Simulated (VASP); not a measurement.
# MgO (Fm-3m) in VASP: notebook

The runs below take MgO through single point, relaxation of cell and atoms, with PBE+D3(BJ).

Everything below comes from runs of VASP 6.6.1. Logs are shortened: lines on timing, memory, paths and dates and some standing lists are left out, and cuts for length are marked.

**1. The cell of the first run**

It takes space group Fm-3m (No. 225, cubic). The conventional cell has a = 4.208 Å, b = 4.208 Å, c = 4.208 Å, α = 90.00°, β = 90.00°, γ = 90.00°. Mg (site symmetry m-3m) has 6 O at 2.10 Å within 2.8 Å. Within 2.8 Å of O (site symmetry m-3m) lie 6 Mg at 2.10 Å.

**2. Single point, PBE+D3(BJ)**

INCAR

```
PREC = Accurate ; ENCUT = 520
EDIFF = 1E-7 ; ISMEAR = 0
SIGMA = 0.02 ; LREAL = F
LASPH = T ; NELM = 100
ALGO = Normal ; ISIF = 2
LWAVE = F ; LCHARG = F
GGA = PE ; IVDW = 12
NBANDS = 11
```

KPOINTS

```
regular mesh
0
Gamma
  10 10 10
```

POSCAR

```
MgO
1.0
    0.0000000000      2.1038567492      2.1038567492
    2.1038567492      0.0000000000      2.1038567492
    2.1038567492      2.1038567492      0.0000000000
Mg O
1 1
Direct
    0.0000000000      0.0000000000      0.0000000000
    0.5000000000      0.5000000000      0.5000000000
```

Potentials or basis: VASP PAW PBE potentials, release 64 (Mg, O).

On the command line:

```
$ cat potpaw_PBE.64/Mg/POTCAR potpaw_PBE.64/O/POTCAR > POTCAR
$ mpirun -np 1 vasp_std > vasp.out
```

OUTCAR:

```text
PREC = Accurate
   ENCUT = 520
   EDIFF = 1E-7
   ISMEAR = 0
   LREAL = F
   LASPH = T
   NELM = 100
   ISIF = 2
   GGA = PE
   IVDW = 12
 IVDW          = 12

 ion  position               nearest neighbor table
   1  0.000  0.000  0.000-   2 2.10   2 2.10   2 2.10   2 2.10   2 2.10   2 2.10
   2  0.500  0.500  0.500-   1 2.10   1 2.10   1 2.10   1 2.10   1 2.10   1 2.10

  LATTYP: Found a face centered cubic cell.
 ALAT       =     4.2077134984

  Lattice vectors:

 A1 = (   0.0000000000,   2.1038567492,   2.1038567492)
 A2 = (   2.1038567492,   0.0000000000,   2.1038567492)
 A3 = (   2.1038567492,   2.1038567492,   0.0000000000)

Analysis of symmetry for initial positions (statically):
=====================================================================
 Subroutine PRICEL returns:
 Original cell was already a primitive cell.

 Routine SETGRP: Setting up the symmetry group for a
 face centered cubic supercell.

 Subroutine GETGRP returns: Found 48 space group operations
 (whereof 48 operations were pure point group operations)
 out of a pool of 48 trial point group operations.

The static configuration has the point symmetry O_h .

Analysis of symmetry for dynamics (positions and initial velocities):
=====================================================================
 Subroutine PRICEL returns:
 Original cell was already a primitive cell.

 Routine SETGRP: Setting up the symmetry group for a
 face centered cubic supercell.

 Subroutine GETGRP returns: Found 48 space group operations
 (whereof 48 operations were pure point group operations)
 out of a pool of 48 trial point group operations.

The dynamic configuration has the point symmetry O_h .

 Subroutine INISYM returns: Found 48 space group operations
 (whereof 48 operations are pure point group operations),
 and found     1 'primitive' translations

----------------------------------------------------------------------------------------

                                     Primitive cell

  volume of cell :      18.6242

  direct lattice vectors                    reciprocal lattice vectors
     0.000000000  2.103856749  2.103856749    -0.237658767  0.237658767  0.237658767
     2.103856749  0.000000000  2.103856749     0.237658767 -0.237658767  0.237658767
     2.103856749  2.103856749  0.000000000     0.237658767  0.237658767 -0.237658767

  length of vectors
     2.975302748  2.975302748  2.975302748     0.411637059  0.411637059  0.411637059

  position of ions in fractional coordinates (direct lattice)
     0.000000000  0.000000000  0.000000000
     0.500000000  0.500000000  0.500000000

  ion indices of the primitive-cell ions
   primitive index   ion index
                 1           1
                 2           2

----------------------------------------------------------------------------------------

 KPOINTS: regular mesh

Automatic generation of k-mesh.
 Grid dimensions read from file:
 generate k-points for:   10   10   10

 Generating k-lattice:

  Cartesian coordinates                     Fractional coordinates (reciprocal lattice)
    -0.023765877  0.023765877  0.023765877     0.100000000  0.000000000  0.000000000
     0.023765877 -0.023765877  0.023765877     0.000000000  0.100000000  0.000000000
     0.023765877  0.023765877 -0.023765877     0.000000000  0.000000000  0.100000000

  Length of vectors
     0.041163706  0.041163706  0.041163706

  Shift w.r.t. Gamma in fractional coordinates (k-lattice)
     0.000000000  0.000000000  0.000000000

 Subroutine IBZKPT returns following result:
 ===========================================

 Found     47 irreducible k-points:

 Following reciprocal coordinates:
            Coordinates               Weight
  0.000000  0.000000  0.000000      1.000000
  0.100000  0.000000  0.000000      8.000000
  0.200000  0.000000  0.000000      8.000000
  0.300000  0.000000  0.000000      8.000000
  0.400000  0.000000  0.000000      8.000000
  0.500000  0.000000  0.000000      4.000000
[... 16 lines left out ...]
  0.300000  0.300000  0.000000      6.000000
  0.400000  0.300000  0.000000     24.000000
 [... further k-points ...]
   k-points           NKPTS =     47   k-points in BZ     NKDIM =     47   number of bands    NBANDS=     11
   number of dos      NEDOS =    301   number of ions     NIONS =      2
   total plane-waves  NPLWV =  13824
   dimension x,y,z NGX =    24 NGY =   24 NGZ =   24
   dimension x,y,z NGXF=    48 NGYF=   48 NGZF=   48
   ions per type =               1   1
   NGX,Y,Z   is equivalent  to a cutoff of  13.41, 13.41, 13.41 a.u.
   NGXF,Y,Z  is equivalent  to a cutoff of  26.82, 26.82, 26.82 a.u.
 SYSTEM =  unknown system
   PREC   = accura    normal or accurate (medium, high low for compatibility)
   ISTART =      0    job   : 0-new  1-cont  2-samecut
   ICHARG =      2    charge: 1-file 2-atom 10-const
   ISPIN  =      1    spin polarized calculation?
   LNONCOLLINEAR =      F non collinear calculations
   LSORBIT =      F    spin-orbit coupling
   LASPH  =      T    aspherical Exc in radial PAW
   ENCUT  =  520.0 eV  38.22 Ry    6.18 a.u.   5.53  5.53  5.53*2*pi/ulx,y,z
   NELM   =    100;   NELMIN=  2; NELMDL= -5     # of ELM steps
   EDIFF  = 0.1E-06   stopping-criterion for ELM
   LREAL  =      F    real-space projection
   EDIFFG = 0.1E-05   stopping-criterion for IOM
   NSW    =      0    number of steps for IOM
   IBRION =     -1    ionic relax: 0-MD 1-quasi-New 2-CG
   NFREE  =      0    steps in history (QN), initial steepest desc. (CG)
   ISIF   =      2    stress and relaxation
   ISYM   =      2    0-nonsym 1-usesym 2-fastsym
   POTIM  = 0.5000    time-step for ionic-motion
   TEBEG  =    0.0;   TEEND  =   0.0 temperature during run
   PSTRESS=    0.0 pullay stress
   NELECT =       8.0000    total number of electrons
   NUPDOWN=      -1.0000    fix difference up-down
   EMIN   =  10.00;   EMAX   =-10.00  energy-range for DOS
   EFERMI =   0.00;   METHOD = LEGACY
   ISMEAR =     0;   SIGMA  =   0.02  broadening in eV -4-tet -1-fermi 0-gaus
   EFERMI_NEDOS =   21; number of points for ismear=-14 and -15
   IALGO  =     38    algorithm
   IMIX   =      4    mixing-type and parameters
     AMIX     =   0.40;   BMIX     =  1.00
     AMIX_MAG =   1.60;   BMIX_MAG =  1.00
  volume/ion in A,a.u.               =       9.31        62.84
  Fermi-wavevector in a.u.,A,eV,Ry     =   1.235223  2.334233 20.759437  1.525776
  Thomas-Fermi vector in A             =   2.369881
   LORBIT       =      0    0 simple, 1 ext, 2 COOP (PROOUT), +10 PAW based schemes
   GGA     = PE    functional components
   LHFCALC =     F    Hartree Fock is set to
   AEXX    =    0.0000 exact exchange contribution
   IVDW    =    12    specifies the selected vdW correction
   LEPSILON=     F    determine dielectric tensor
   LRPA    =     F    only Hartree local field effects (RPA)
 non-spin polarized calculation
 Gauss-broadening in eV      SIGMA  =   0.02
  energy-cutoff  :      520.00
  volume of cell :       18.62
 maximum number of plane-waves:       531
 NGX is ok and might be reduce to    24
   NGX = 11   NGY = 11   NGZ = 11

 number of electron       8.0000005 magnetization

 Free energy of the ion-electron system (eV)
  ---------------------------------------------------
  ext. energy  EPLUGINS =         0.00000000
  ---------------------------------------------------
  free energy    TOTEN  =       -11.90396510 eV

  energy without entropy =      -11.90396510  energy(sigma->0) =      -11.90396510

 E-fermi :   3.3636     XC(G=0): -11.0933

 val. band max:        3.2101558190   @ k =   0.0000   0.0000   0.0000
 cond. band min:       7.9668905033   @ k =   0.0000   0.0000   0.0000
 fundamental gap:      4.7567346843
 Fermi energy:         3.3636153928

 k-point     1 :       0.0000    0.0000    0.0000
  band No.  band energies     occupation
      1     -14.0692      2.00000
      2       3.2102      2.00000
      3       3.2102      2.00000
      4       3.2102      2.00000
      5       7.9669      0.00000
      6      19.0276      0.00000
      7      19.0276      0.00000
      8      19.0276      0.00000
      9      22.9525      0.00000
     10      24.7304      0.00000
     11      24.7304      0.00000

 k-point     2 :       0.1000    0.0000    0.0000
  band No.  band energies     occupation
      1     -13.9628      2.00000
      2       2.5578      2.00000
      3       3.1423      2.00000
      4       3.1423      2.00000
      5       8.5953      0.00000
      6      17.7773      0.00000
      7      19.2688      0.00000
      8      19.2688      0.00000
      9      24.0070      0.00000
     10      24.0070      0.00000
     11      24.6152      0.00000

 k-point     3 :       0.2000    0.0000    0.0000
  band No.  band energies     occupation
      1     -13.6706      2.00000
      2       1.2339      2.00000
      3       2.9702      2.00000
      4       2.9702      2.00000
      5       9.7914      0.00000
      6      16.2659      0.00000
      7      19.7567      0.00000
      8      19.7567      0.00000
      9      23.3164      0.00000
     10      23.3164      0.00000
     11      25.5253      0.00000

 k-point     4 :       0.3000    0.0000    0.0000
  band No.  band energies     occupation
      1     -13.2760      2.00000
      2      -0.0917      2.00000
      3       2.7680      2.00000
      4       2.7680      2.00000
      5      10.7253      0.00000
      6      15.5848      0.00000
      7      19.8779      0.00000
      8      19.8779      0.00000
      9      23.7616      0.00000
     10      23.7616      0.00000
     11      24.9104      0.00000

 k-point     5 :       0.4000    0.0000    0.0000
  band No.  band energies     occupation
      1     -12.9222      2.00000
      2      -1.0609      2.00000
      3       2.6118      2.00000
      4       2.6118      2.00000
      5      11.0783      0.00000
      6      15.6818      0.00000
      7      19.6653      0.00000
      8      19.6653      0.00000
      9      24.3503      0.00000
     10      25.0190      0.00000
     11      25.0190      0.00000
[... 211 lines left out ...]
 k-point    21 :      -0.3000    0.2000    0.0000
  band No.  band energies     occupation
      1     -12.8436      2.00000
      2      -0.4693      2.00000
      3       1.3980      2.00000
      4       2.5542      2.00000
      5      12.5061      0.00000
      6      15.1652      0.00000
      7      17.4361      0.00000
      8      20.5805      0.00000
      9      23.5129      0.00000
     10      24.3350      0.00000
     11      28.3387      0.00000

 k-point    22 :      -0.2000    0.2000    0.0000
  band No.  band energies     occupation
      1     -13.1588      2.00000
      2       0.1061      2.00000
      3       1.8697      2.00000
      4       2.7643      2.00000
      5      11.6858      0.00000
      6      15.1335      0.00000
      7      18.3565      0.00000
      8      21.0420      0.00000
      9      21.7108      0.00000
     10      24.6117      0.00000
     11      28.1020      0.00000

 k-point    23 :       0.3000    0.3000    0.0000
  band No.  band energies     occupation
      1     -13.0729      2.00000
      2       0.0511      2.00000
      3       2.2701      2.00000
      4       2.2701      2.00000
      5      12.0955      0.00000
      6      13.6502      0.00000
      7      17.6745      0.00000
      8      21.1849      0.00000
      9      21.1849      0.00000
     10      27.3900      0.00000
     11      30.6552      0.00000

 k-point    24 :       0.4000    0.3000    0.0000
  band No.  band energies     occupation
      1     -12.8239      2.00000
      2      -0.3749      2.00000
      3       1.9030      2.00000
      4       2.1224      2.00000
      5      12.8126      0.00000
      6      13.4014      0.00000
      7      16.8459      0.00000
      8      21.4304      0.00000
      9      21.6374      0.00000
     10      28.1363      0.00000
     11      30.2522      0.00000

 [... further k-points ...]

------------------------ aborting loop because EDIFF is reached ----------------------------------------

 Edisp (eV)   -0.58809

 E8    (eV) :    -0.2303

  FORCE on cell =-STRESS in cart. coord.  units (eV):
  Direction    XX          YY          ZZ          XY          YZ          ZX
  --------------------------------------------------------------------------------------
  -------------------------------------------------------------------------------------
  Total      -0.08398    -0.08398    -0.08398     0.00000     0.00000    -0.00000
  in kB      -7.22444    -7.22444    -7.22444     0.00000     0.00000    -0.00000
  external pressure =       -7.22 kB  Pullay stress =        0.00 kB

 VOLUME and BASIS-vectors are now :
 -----------------------------------------------------------------------------
  energy-cutoff  :      520.00
  volume of cell :       18.62
      direct lattice vectors                 reciprocal lattice vectors
     0.000000000  2.103856749  2.103856749    -0.237658767  0.237658767  0.237658767
     2.103856749  0.000000000  2.103856749     0.237658767 -0.237658767  0.237658767
     2.103856749  2.103856749  0.000000000     0.237658767  0.237658767 -0.237658767

 POSITION                                       TOTAL-FORCE (eV/Angst)
 -----------------------------------------------------------------------------------
      0.00000      0.00000      0.00000        -0.000000     -0.000000     -0.000000
      2.10386      2.10386      2.10386         0.000000      0.000000      0.000000
 -----------------------------------------------------------------------------------
    total drift:                               -0.000000     -0.000000      0.000000

  FREE ENERGIE OF THE ION-ELECTRON SYSTEM (eV)
  ---------------------------------------------------
  free  energy   TOTEN  =       -12.4920539789 eV

  energy  without entropy=      -12.4920539789  energy(sigma->0) =      -12.49205398
```

Run time: 4.6 s. Hardware: 1 thread of Intel Xeon 6975P-C (Granite Rapids), shared host; peak memory 0.14 GiB.

What came out:

- Free energy: -12.4921 eV
- Pressure: -0.7 GPa
- Band gap on the k mesh: 4.76 eV
- Dispersion energy per atom: -0.294 eV

**3. Relaxation of cell and atoms, PBE+D3(BJ)**

This run uses another cell than the first one, of 9.62 Å³/atom.

INCAR

```
ALGO = Normal
EDIFF = 1E-6
EDIFFG = -0.005
ENCUT = 600
GGA = PE
IBRION = 2
ISIF = 3
ISMEAR = 0
IVDW = 12
LASPH = True
LCHARG = False
LREAL = False
LWAVE = False
NELM = 80
NSW = 70
PREC = Accurate
SIGMA = 0.02
```

KPOINTS

```
k-points
0
Gamma
  10 10 10
```

POSCAR

```
MgO
1.0
    0.0000000000      2.1268522620      2.1268522620
    2.1268522620      0.0000000000      2.1268522620
    2.1268522620      2.1268522620      0.0000000000
Mg O
1 1
Direct
    0.0000000000      0.0000000000      0.0000000000
    0.5000000000      0.5000000000      0.5000000000
```

Potentials or basis: VASP PAW PBE potentials, release 64 (Mg, O).

On the command line:

```
$ cat potpaw_PBE.64/Mg/POTCAR potpaw_PBE.64/O/POTCAR > POTCAR
$ mpirun -np 1 vasp_std > vasp.out
```

Run time: 7.2 s. Hardware: 1 thread of Intel Xeon 6975P-C (Granite Rapids), shared host; peak memory 0.15 GiB.

Results (log left out):

```
Free energy                           : -12.4973 eV
Relaxed volume                        : 9.25 Å³/atom
Relaxed cell                          : a = 2.969 Å, b = 2.969 Å, c = 2.969 Å, α = 60.00°, β = 60.00°, γ = 60.00°
Space group after relaxing (to 0.1 Å) : Fm-3m (No. 225)
Energy gained by relaxing             : 6.9 meV/atom
Ionic steps                           : 3
Pressure after relaxing               : 0.0 GPa
Band gap on the k mesh                : 4.82 eV
Dispersion energy per atom            : -0.296 eV
```

Step by step:
```csv
step,energy change (eV),largest force (eV/Å),pressure (GPa),volume (Å³)
1,0.0000,0.0000,-5.86,19.24
2,-0.0124,0.0000,2.08,18.28
3,-0.0138,0.0000,0.00,18.51
```

Final structure:
```
CELL_PARAMETERS angstrom
0.00000 2.09944 2.09944
2.09944 0.00000 2.09944
2.09944 2.09944 0.00000
ATOMIC_POSITIONS crystal
Mg 0.00000 0.00000 0.00000
O 0.50000 0.50000 0.50000
```

Levels at points of the mesh, in eV from the valence-band top:
```csv
k point,band 1,band 2,band 3,band 4,band 5,band 6,band 7,band 8
"(0.00, 0.00, 0.00)",-17.31,0.00,0.00,0.00,4.82,15.86,15.86,15.86
"(0.50, 0.00, 0.00)",-16.00,-4.66,-0.66,-0.66,7.96,12.71,16.41,16.41
"(0.50, 0.50, 0.00)",-15.74,-4.12,-1.36,-1.36,9.13,10.08,13.20,19.12
```
